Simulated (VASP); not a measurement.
Al2O3:

```
Al O
1.0
     3.01748    0.00000    0.00000
    -1.50874    2.61322    0.00000
     0.00000    0.00000    7.57464
Al O
2 3
Direct
  0.00000 0.00000 0.72205
  0.00000 0.00000 0.27795
  0.00000 0.00000 0.50000
  0.66667 0.33333 0.80055
  0.33333 0.66667 0.19945
```

Base run:

| Item | Value |
| --- | --- |
| Program | VASP 6.6.1 |
| Functional | r2SCAN |
| Potentials or basis | VASP PAW PBE potentials, release 64 (Al, O) |
| Cutoff | 520 eV |
| k mesh | 10 × 10 × 4 |
| Occupations | fermi-dirac, width 0.05 eV |
| Spin | no spin polarisation |

Its results: band gap on the k mesh 2.95 eV; pressure -5.6 GPa; largest force 0.414 eV/Å.

Problem. The run is repeated on the same cell with these changes: functional from r2SCAN to LDA; potentials or basis from VASP PAW PBE potentials, release 64 (Al, O) to VASP PAW LDA potentials, release 64 (Al, O). What comes out?

Solution. Band gap on the k mesh 2.19 eV; pressure -7.6 GPa; largest force 0.430 eV/Å.

Caveats: the cell stands under tension; the PAW data sets were made with another functional, which shifts forces and pressure a little (at least some runs).

A k mesh can miss the band edges.
